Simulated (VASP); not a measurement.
Here is a VASP 6.6.1 calculation.

Contents of INCAR:

```
ALGO = Normal
EDIFF = 1E-8
ENCUT = 520
GGA = PE
IBRION = 8
ISIF = 2
ISMEAR = 0
LASPH = True
LCHARG = False
LEPSILON = True
LREAL = False
LWAVE = False
NBANDS = 15
NELM = 60
NSW = 1
PREC = Accurate
SIGMA = 0.01
```

The input KPOINTS:

```
k-points
0
Gamma
  8 8 8
```

Contents of POSCAR:

```
KF
1.0
    0.0000000000      2.9150000000      2.9150000000
    2.9150000000      0.0000000000      2.9150000000
    2.9150000000      2.9150000000      0.0000000000
K F
1 1
Direct
    0.0000000000      0.0000000000      0.0000000000
    0.2500000000      0.2500000000      0.2500000000
```

Potentials or basis: VASP PAW PBE potentials, release 64 (K_sv, F).

Launch:

```sh
$ cat potpaw_PBE.64/K_sv/POTCAR potpaw_PBE.64/F/POTCAR > POTCAR
$ mpirun -np 1 vasp_std > vasp.out
```

**Question.** Predict the electronic dielectric tensor (diagonal).

**Answer.** 1.76.

**Question.** Estimate the Born charges (mean of the diagonal).

**Answer.** K +1.08; F -1.08 e.

**Question.** Estimate the highest phonon frequency at Γ, LO-TO splitting left out.

**Answer.** 229 cm⁻¹.

Electronic dielectric tensor:
```
1.76 0.00 0.00
0.00 1.76 0.00
0.00 0.00 1.76
```

Caveat: the cell stands under pressure or tension, which shifts response properties.
